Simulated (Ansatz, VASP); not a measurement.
**Two plane-wave programs on SnO2**

```
Sn O
1.0
     2.89566    1.67181    4.77629
    -2.89566    1.67181    4.77629
     0.00000   -3.34362    4.77629
Sn O
4 8
Cartesian
  0.0000 0.0000 12.3899
  0.0000 -1.6718 7.6156
  -1.4478 0.8359 7.6156
  1.4478 0.8359 7.6156
  -1.4474 -0.8357 6.5445
  1.4474 -0.8357 6.5445
  0.0000 1.6713 6.5445
  0.0000 0.0000 8.6863
  0.0000 0.0000 1.7692
  0.0000 -1.6723 3.9090
  -1.4483 0.8362 3.9090
  1.4483 0.8362 3.9090
```

Alike in both runs: task single point; functional PBEsol; k mesh 6 × 6 × 6; occupations gaussian, width 0.05 eV; no spin polarisation.

```csv
,VASP,Ansatz
version,VASP 6.6.1,Ansatz 0.2.0
potentials or method,"VASP PAW PBE potentials, release 64 (Sn_d, O), cutoff 520 eV","scalar-relativistic, plane waves, PAW"
valence electrons in the cell,104,104
```

Ansatz gave:

* gap on the k mesh at the Fermi level (eV): 3.80
* least direct gap on the mesh (eV): 3.80
* rms of the force components (eV/Å): 0.750

Question: Which values does VASP return?

Answer: gap on the k mesh at the Fermi level (eV): 3.79; least direct gap on the mesh (eV): 3.79; rms of the force components (eV/Å): 0.810.

VASP's potentials were made for PBE, not for PBEsol, and Ansatz warns of the same on its side. Atom by atom the forces differ by 0.060 eV/Å (rms over components). With one functional, cell and mesh, what is left measures potentials, basis and numerics.
